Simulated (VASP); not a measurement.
Runs of VASP 6.6.1 on NaH. It takes space group Fm-3m (No. 225, cubic). The conventional cell has a = 4.795 Å, b = 4.795 Å, c = 4.795 Å, α = 90.00°, β = 90.00°, γ = 90.00°. Na (site symmetry m-3m) has 6 H at 2.40 Å within 3.2 Å. Within 3.2 Å of H (site symmetry m-3m) lie 6 Na at 2.40 Å. 

```csv
k mesh,smearing,gap on the mesh (eV),pressure (GPa)
"6 × 6 × 6, shifted",gaussian 0.01 eV,4.07,0.5
6 × 6 × 6,fermi-dirac 0.2 eV,3.85,0.5
6 × 6 × 6,gaussian 0.01 eV,3.85,0.5
4 × 4 × 4,gaussian 0.01 eV,(a),0.5
6 × 6 × 6,gaussian 0.05 eV,3.85,0.5
6 × 6 × 6,methfessel-paxton 0.5 eV,3.85,0.5
```

Alike in all rows: task single point; level PBE; potentials or basis VASP PAW PBE potentials, release 64 (Na_pv, H); no spin polarisation; cell as given; cutoff (eV) 500.

Question: Estimate the missing entries.

Answer: (a) 3.80.

Caveats: some runs use coarse meshes; the structure was generated, so it needn't be the stable form of NaH; a shifted mesh leaves out Γ, where band edges can lie (at least some runs); so wide a smearing shifts energies and pressures (at least some runs).

A k mesh can miss the band edges.
